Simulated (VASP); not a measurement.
# Se (P4/mmm) in VASP: a series of runs

The runs below take Se through single point, with LDA.

All numbers are computed with VASP 6.6.1; they aren't measurements. Logs are shortened: lines on timing, memory, paths and dates and some standing lists are left out, and cuts for length are marked.

**1. The cell of the first run**

Symmetry: P4/mmm, No. 123, tetragonal system. Conventional cell: a = 2.811 Å, b = 2.811 Å, c = 2.670 Å, α = 90.00°, β = 90.00°, γ = 90.00°. Within 3.5 Å of Se (site symmetry 4/mmm) lie 6 Se at 2.67 to 2.81 Å.

**2. Single point, LDA (strain -0.0500 x Voigt [0, 0, 1, 0, 0, 0])**

The input, INCAR:

```
PREC     = Accurate       # precision mode
ENCUT    = 520            # plane-wave cutoff, eV
EDIFF    = 1E-6           # SCF threshold, eV
ISMEAR   = 0              # smearing method
SIGMA    = 0.15           # smearing width, eV
LREAL    = F              # projectors in reciprocal space
LASPH    = T              # aspherical terms in the spheres
NELM     = 100            # most SCF steps
ALGO     = Normal         # electronic algorithm
ISIF     = 2              # what is computed and relaxed
LWAVE    = F              # write WAVECAR
LCHARG   = T              # write CHGCAR
LELF     = T              # ELF
LVHAR    = T            
NBANDS   = 9              # bands
```

The input, KPOINTS:

```
regular mesh
0
Gamma
  16 16 16
```

The input, POSCAR:

```
Se
1.0
    2.8105630200      0.0000000000      0.0000000000
    0.0000000000      2.8105630200      0.0000000000
    0.0000000000      0.0000000000      2.6700348690
Se
1
Direct
    0.0000000000      0.0000000000      0.0000000000
```

Potentials or basis: VASP PAW LDA potentials, release 64 (Se).

Started as:

```console
> cat potpaw_LDA.64/Se/POTCAR > POTCAR
> mpirun -np 1 vasp_std > vasp.out
```

OUTCAR:

```text
PREC = Accurate
   ENCUT = 520
   EDIFF = 1E-6
   ISMEAR = 0
   LREAL = F
   LASPH = T
   NELM = 100
   ISIF = 2

 ion  position               nearest neighbor table
   1  0.000  0.000  0.000-

  LATTYP: Found a simple tetragonal cell.
 ALAT       =     2.8105630200
 C/A-ratio  =     0.9500000000

  Lattice vectors:

 A1 = (   2.8105630200,   0.0000000000,   0.0000000000)
 A2 = (   0.0000000000,   2.8105630200,   0.0000000000)
 A3 = (   0.0000000000,   0.0000000000,   2.6700348690)

Analysis of symmetry for initial positions (statically):
=====================================================================
 Subroutine PRICEL returns:
 Original cell was already a primitive cell.

 Routine SETGRP: Setting up the symmetry group for a
 simple tetragonal supercell.

 Subroutine GETGRP returns: Found 16 space group operations
 (whereof 16 operations were pure point group operations)
 out of a pool of 16 trial point group operations.

The static configuration has the point symmetry D_4h.

Analysis of symmetry for dynamics (positions and initial velocities):
=====================================================================
 Subroutine PRICEL returns:
 Original cell was already a primitive cell.

 Routine SETGRP: Setting up the symmetry group for a
 simple tetragonal supercell.

 Subroutine GETGRP returns: Found 16 space group operations
 (whereof 16 operations were pure point group operations)
 out of a pool of 16 trial point group operations.

The dynamic configuration has the point symmetry D_4h.

 Subroutine INISYM returns: Found 16 space group operations
 (whereof 16 operations are pure point group operations),
 and found     1 'primitive' translations

----------------------------------------------------------------------------------------

                                     Primitive cell

  volume of cell :      21.0913

  direct lattice vectors                    reciprocal lattice vectors
     2.810563020  0.000000000  0.000000000     0.355800597  0.000000000  0.000000000
     0.000000000  2.810563020  0.000000000     0.000000000  0.355800597  0.000000000
     0.000000000  0.000000000  2.670034869     0.000000000  0.000000000  0.374526944

  length of vectors
     2.810563020  2.810563020  2.670034869     0.355800597  0.355800597  0.374526944

  position of ions in fractional coordinates (direct lattice)
     0.000000000  0.000000000  0.000000000

  ion indices of the primitive-cell ions
   primitive index   ion index
                 1           1

----------------------------------------------------------------------------------------

 KPOINTS: regular mesh

Automatic generation of k-mesh.
 Grid dimensions read from file:
 generate k-points for:   16   16   16

 Generating k-lattice:

  Cartesian coordinates                     Fractional coordinates (reciprocal lattice)
     0.022237537  0.000000000  0.000000000     0.062500000  0.000000000  0.000000000
     0.000000000  0.022237537  0.000000000     0.000000000  0.062500000  0.000000000
     0.000000000  0.000000000  0.023407934     0.000000000  0.000000000  0.062500000

  Length of vectors
     0.022237537  0.022237537  0.023407934

  Shift w.r.t. Gamma in fractional coordinates (k-lattice)
     0.000000000  0.000000000  0.000000000

 Subroutine IBZKPT returns following result:
 ===========================================

 Found    405 irreducible k-points:

 Following reciprocal coordinates:
            Coordinates               Weight
  0.000000  0.000000  0.000000      1.000000
  0.062500  0.000000  0.000000      4.000000
  0.125000  0.000000  0.000000      4.000000
  0.187500  0.000000  0.000000      4.000000
  0.250000  0.000000  0.000000      4.000000
  0.312500  0.000000  0.000000      4.000000
[... 16 lines left out ...]
  0.437500  0.125000  0.000000      8.000000
  0.500000  0.125000  0.000000      4.000000
 [... further k-points ...]
   k-points           NKPTS =    405   k-points in BZ     NKDIM =    405   number of bands    NBANDS=      9
   number of dos      NEDOS =    301   number of ions     NIONS =      1
   total plane-waves  NPLWV =  11520
   dimension x,y,z NGX =    24 NGY =   24 NGZ =   20
   dimension x,y,z NGXF=    48 NGYF=   48 NGZF=   40
   ions per type =               1
   NGX,Y,Z   is equivalent  to a cutoff of  14.20, 14.20, 12.45 a.u.
   NGXF,Y,Z  is equivalent  to a cutoff of  28.39, 28.39, 24.91 a.u.
 SYSTEM =  unknown system
   PREC   = accura    normal or accurate (medium, high low for compatibility)
   ISTART =      0    job   : 0-new  1-cont  2-samecut
   ICHARG =      2    charge: 1-file 2-atom 10-const
   ISPIN  =      1    spin polarized calculation?
   LNONCOLLINEAR =      F non collinear calculations
   LSORBIT =      F    spin-orbit coupling
   LASPH  =      T    aspherical Exc in radial PAW
   ENCUT  =  520.0 eV  38.22 Ry    6.18 a.u.   5.23  5.23  4.96*2*pi/ulx,y,z
   NELM   =    100;   NELMIN=  2; NELMDL= -5     # of ELM steps
   EDIFF  = 0.1E-05   stopping-criterion for ELM
   LREAL  =      F    real-space projection
   EDIFFG = 0.1E-04   stopping-criterion for IOM
   NSW    =      0    number of steps for IOM
   IBRION =     -1    ionic relax: 0-MD 1-quasi-New 2-CG
   NFREE  =      0    steps in history (QN), initial steepest desc. (CG)
   ISIF   =      2    stress and relaxation
   ISYM   =      2    0-nonsym 1-usesym 2-fastsym
   POTIM  = 0.5000    time-step for ionic-motion
   TEBEG  =    0.0;   TEEND  =   0.0 temperature during run
   PSTRESS=    0.0 pullay stress
   NELECT =       6.0000    total number of electrons
   NUPDOWN=      -1.0000    fix difference up-down
   EMIN   =  10.00;   EMAX   =-10.00  energy-range for DOS
   EFERMI =   0.00;   METHOD = LEGACY
   ISMEAR =     0;   SIGMA  =   0.15  broadening in eV -4-tet -1-fermi 0-gaus
   EFERMI_NEDOS =   21; number of points for ismear=-14 and -15
   IALGO  =     38    algorithm
   IMIX   =      4    mixing-type and parameters
     AMIX     =   0.40;   BMIX     =  1.00
     AMIX_MAG =   1.60;   BMIX_MAG =  1.00
  volume/ion in A,a.u.               =      21.09       142.33
  Fermi-wavevector in a.u.,A,eV,Ry     =   1.076690  2.034649 15.772711  1.159262
  Thomas-Fermi vector in A             =   2.212581
   LORBIT       =      0    0 simple, 1 ext, 2 COOP (PROOUT), +10 PAW based schemes
   GGA     = CA    functional components
   LHFCALC =     F    Hartree Fock is set to
   AEXX    =    0.0000 exact exchange contribution
   IVDW    =     0    specifies the selected vdW correction
   LEPSILON=     F    determine dielectric tensor
   LRPA    =     F    only Hartree local field effects (RPA)
 non-spin polarized calculation
 Gauss-broadening in eV      SIGMA  =   0.15
  energy-cutoff  :      520.00
  volume of cell :       21.09
 maximum number of plane-waves:       590
 NGX is ok and might be reduce to    24
   NGX = 11   NGY = 11   NGZ =  9

 number of electron       5.9999998 magnetization

 Free energy of the ion-electron system (eV)
  ---------------------------------------------------
  ext. energy  EPLUGINS =         0.00000000
  ---------------------------------------------------
  free energy    TOTEN  =        -4.07098763 eV

  energy without entropy =       -4.06524398  energy(sigma->0) =       -4.06811580

 E-fermi :   5.5597     XC(G=0): -10.4548

 val. band max:        5.5539122754   @ k =   0.1875   0.1250   0.5000
 cond. band min:       5.5656691467   @ k =   0.5000   0.0000   0.1875
 fundamental gap:      0.0117568713
 Fermi energy:         5.5597003824

 k-point     1 :       0.0000    0.0000    0.0000
  band No.  band energies     occupation
      1     -11.0981      2.00000
      2       6.5985      0.00000
      3       6.5985      0.00000
      4       8.0711      0.00000
      5      12.7890      0.00000
      6      12.9738      0.00000
      7      14.4731      0.00000
      8      27.6062      0.00000
      9      29.0124      0.00000

 k-point     2 :       0.0625    0.0000    0.0000
  band No.  band energies     occupation
      1     -11.0418      2.00000
      2       5.9535      0.00020
      3       6.6433      0.00000
      4       8.1148      0.00000
      5      12.9273      0.00000
      6      13.6509      0.00000
      7      14.5465      0.00000
      8      26.4629      0.00000
      9      27.9506      0.00000

 k-point     3 :       0.1250    0.0000    0.0000
  band No.  band energies     occupation
      1     -10.8753      2.00000
      2       4.5604      2.00000
      3       6.7744      0.00000
      4       8.2424      0.00000
      5      13.1164      0.00000
      6      14.6688      0.00000
      7      15.4478      0.00000
      8      24.7738      0.00000
      9      26.3293      0.00000

 k-point     4 :       0.1875    0.0000    0.0000
  band No.  band energies     occupation
      1     -10.6069      2.00000
      2       2.9991      2.00000
      3       6.9807      0.00000
      4       8.4428      0.00000
      5      13.4137      0.00000
      6      14.9931      0.00000
      7      17.5014      0.00000
      8      23.1618      0.00000
      9      24.7610      0.00000
[... 205 lines left out ...]
 k-point    22 :       0.3750    0.1250    0.0000
  band No.  band energies     occupation
      1      -9.2189      2.00000
      2      -0.7068      2.00000
      3       5.9526      0.00021
      4       9.3873      0.00000
      5      15.3327      0.00000
      6      16.3919      0.00000
      7      18.3158      0.00000
      8      21.4734      0.00000
      9      21.9957      0.00000

 k-point    23 :       0.4375    0.1250    0.0000
  band No.  band energies     occupation
      1      -8.9019      2.00000
      2      -1.4340      2.00000
      3       6.1922      0.00000
      4       9.5683      0.00000
      5      14.8991      0.00000
      6      16.7328      0.00000
      7      18.6663      0.00000
      8      20.9001      0.00000
      9      21.3397      0.00000

 k-point    24 :       0.5000    0.1250    0.0000
  band No.  band energies     occupation
      1      -8.7787      2.00000
      2      -1.6947      2.00000
      3       6.2820      0.00000
      4       9.6346      0.00000
      5      14.7280      0.00000
      6      16.8663      0.00000
      7      18.8886      0.00000
      8      20.7026      0.00000
      9      20.9893      0.00000

 [... further k-points ...]
[... 5 lines left out ...]
  --------------------------------------------------------------------------------------
  -------------------------------------------------------------------------------------
  Total       -0.0558384     -0.0558384      0.5662745      0.0000000      0.0000000      0.0000000
  in kB       -4.2417008     -4.2417008     43.0163920      0.0000000      0.0000000      0.0000000
  external PRESSURE =      11.5109968 kB  Pullay stress =       0.0000000 kB

 VOLUME and BASIS-vectors are now :
 -----------------------------------------------------------------------------
  energy-cutoff  :      520.00
  volume of cell :       21.09
      direct lattice vectors                 reciprocal lattice vectors
     2.810563020  0.000000000  0.000000000     0.355800597  0.000000000  0.000000000
     0.000000000  2.810563020  0.000000000     0.000000000  0.355800597  0.000000000
     0.000000000  0.000000000  2.670034869     0.000000000  0.000000000  0.374526944

 POSITION                                       TOTAL-FORCE (eV/Angst)
 -----------------------------------------------------------------------------------
      0.00000      0.00000      0.00000         0.000000      0.000000      0.000000
 -----------------------------------------------------------------------------------
    total drift:                                0.000000      0.000000      0.000000

  FREE ENERGIE OF THE ION-ELECTRON SYSTEM (eV)
  ---------------------------------------------------
  free  energy   TOTEN  =        -4.0709876284 eV

  energy  without entropy=       -4.0652439755  energy(sigma->0) =       -4.06811580
```

Run time: 43 s. Hardware: 1 thread of Intel Xeon 8259CL, shared host; peak memory 0.18 GiB.

What came out:

- Free energy: -4.0710 eV
- Pressure: 1.2 GPa
- Band gap on the k mesh: zero (bands 3 and 4 overlap by 6.32 eV)

Levels at points of the mesh, in eV from the Fermi level:
| k point | band 1 | band 2 | band 3 | band 4 | band 5 | band 6 |
| --- | --- | --- | --- | --- | --- | --- |
| (0.00, 0.00, 0.00) | -16.66 | 1.04 | 1.04 | 2.51 | 7.23 | 7.41 |
| (0.50, 0.00, 0.00) | -14.56 | -7.47 | 2.49 | 3.92 | 9.80 | 12.32 |
| (0.50, 0.50, 0.00) | -12.48 | -5.48 | -5.48 | 2.41 | 5.19 | 14.24 |
| (0.00, 0.00, 0.50) | -13.85 | -7.73 | 2.98 | 2.98 | 10.19 | 11.96 |
| (0.50, 0.00, 0.50) | -11.74 | -5.84 | -4.95 | 2.51 | 4.29 | 13.81 |
| (0.50, 0.50, 0.50) | -9.57 | -4.17 | -3.21 | -3.21 | 5.42 | 5.42 |

Caveat: the cell differs from its parent crystal (strain -0.0500 x Voigt [0, 0, 1, 0, 0, 0]).

**3. Single point, LDA (strain +0.0250 x Voigt [0, 0, 1, 0, 0, 0])**

The input, INCAR:

```
ALGO = Normal ; EDIFF = 1E-6
ENCUT = 520 ; ISIF = 2
ISMEAR = 0 ; LASPH = T
LCHARG = F ; LREAL = F
LWAVE = F ; NBANDS = 9
NELM = 80 ; PREC = Accurate
SIGMA = 0.15
```

The input, KPOINTS:

```
k-points
0
Gamma
  16 16 16
```

POSCAR: that of step 2 with these lines changed.

```diff
@@ -4,3 +4,3 @@
     0.0000000000      2.8105630200      0.0000000000
-    0.0000000000      0.0000000000      2.6700348690
+    0.0000000000      0.0000000000      2.8808270955
 Se
```

Potentials or basis: VASP PAW LDA potentials, release 64 (Se).

Started as:

```console
> cat potpaw_LDA.64/Se/POTCAR > POTCAR
> mpirun -np 1 vasp_std > vasp.out
```

Run time: 45 s. Hardware: 1 thread of Intel Xeon 8259CL, shared host; peak memory 0.19 GiB.

Results (log left out):

```
Free energy            : -4.0556 eV
Pressure               : -4.9 GPa
Band gap on the k mesh : zero (bands 3 and 4 overlap by 6.00 eV)
```

Stress tensor (GPa, compression positive):
```
-4.51  0.00  0.00
 0.00 -4.51  0.00
 0.00  0.00 -5.72
```

Levels at points of the mesh, in eV from the Fermi level:
```
           k point  band 1  band 2  band 3  band 4  band 5  band 6
(0.00, 0.00, 0.00)  -15.91    1.02    1.64    1.64    7.34    8.02
(0.50, 0.00, 0.00)  -13.78   -6.87    2.50    3.09   10.03   11.50
(0.50, 0.50, 0.00)  -11.65   -4.88   -4.88    2.98    3.83   13.31
(0.00, 0.00, 0.50)  -14.06   -6.74    2.89    2.89   10.01   11.50
(0.50, 0.00, 0.50)  -11.96   -5.10   -4.71    2.94    4.21   13.48
(0.50, 0.50, 0.50)   -9.81   -3.34   -3.34   -2.92    5.73    6.00
```

Caveat: the cell differs from its parent crystal (strain +0.0250 x Voigt [0, 0, 1, 0, 0, 0]); the cell stands under tension.

**4. Single point, LDA (strain +0.0750 x Voigt [0, 0, 1, 0, 0, 0])**

The input, INCAR:

```
  ALGO = Normal
  EDIFF = 1E-6
  ENCUT = 520
  GGA = CA
  ISIF = 2
  ISMEAR = 0
  LASPH = T
  LCHARG = T
  LELF = T
  LREAL = F
  LVHAR = T
  LWAVE = F
  NBANDS = 9
  NELM = 100
  PREC = Accurate
  SIGMA = 0.15
```

KPOINTS is that of step 3.

POSCAR: that of step 3 with these lines changed.

```diff
@@ -4,3 +4,3 @@
     0.0000000000      2.8105630200      0.0000000000
-    0.0000000000      0.0000000000      2.8808270955
+    0.0000000000      0.0000000000      3.0213552465
 Se
```

Started as:

```console
> cat potpaw_LDA.64/Se/POTCAR > POTCAR
> mpirun -np 1 vasp_std > vasp.out
```

Run time: 73 s. Hardware: 1 thread of Intel Xeon 8259CL, shared host; peak memory 0.19 GiB.

It converged, with:

```
Free energy            : -4.0062 eV
Pressure               : -7.1 GPa
Band gap on the k mesh : zero (bands 3 and 4 overlap by 5.60 eV)
```

Stress tensor (GPa, compression positive):
```
-6.89  0.00  0.00
 0.00 -6.89  0.00
 0.00  0.00 -7.63
```

Levels at points of the mesh, in eV from the Fermi level:
```tsv
k point	band 1	band 2	band 3	band 4	band 5	band 6	band 7	band 8
(0.00, 0.00, 0.00)	-15.59	0.25	1.88	1.88	6.52	8.29	8.48	21.22
(0.50, 0.00, 0.00)	-13.44	-6.60	1.78	3.33	9.68	11.51	11.70	12.05
(0.50, 0.50, 0.00)	-11.30	-4.62	-4.62	3.15	3.25	12.82	14.45	14.45
(0.00, 0.00, 0.50)	-14.20	-6.23	2.81	2.81	9.87	11.23	12.64	14.28
(0.50, 0.00, 0.50)	-12.09	-5.22	-4.12	3.18	4.14	13.28	15.71	16.66
(0.50, 0.50, 0.50)	-9.95	-3.44	-3.44	-2.27	5.54	6.31	6.31	9.90
```

Caveat: the cell differs from its parent crystal (strain +0.0750 x Voigt [0, 0, 1, 0, 0, 0]); the cell stands under tension.

**5. The runs side by side**

```tsv
cell	gap on the mesh (eV)	pressure (GPa)
a = 2.811, b = 2.811, c = 2.670 Å, 1 atom	none	1.2
a = 2.811, b = 2.811, c = 2.881 Å, 1 atom	none	-4.9
a = 2.811, b = 2.811, c = 3.021 Å, 1 atom	none	-7.1
```

Alike in all rows: task single point; level LDA; potentials or basis VASP PAW LDA potentials, release 64 (Se); no spin polarisation; k mesh 16 × 16 × 16; cutoff (eV) 520; smearing gaussian 0.15 eV.

Caveats: the cell stands under tension (at least some runs).

Absolute energies hang on the potentials; compare differences alone.

The gap in the log of VASP goes by the Fermi energy; the results here count the filled bands.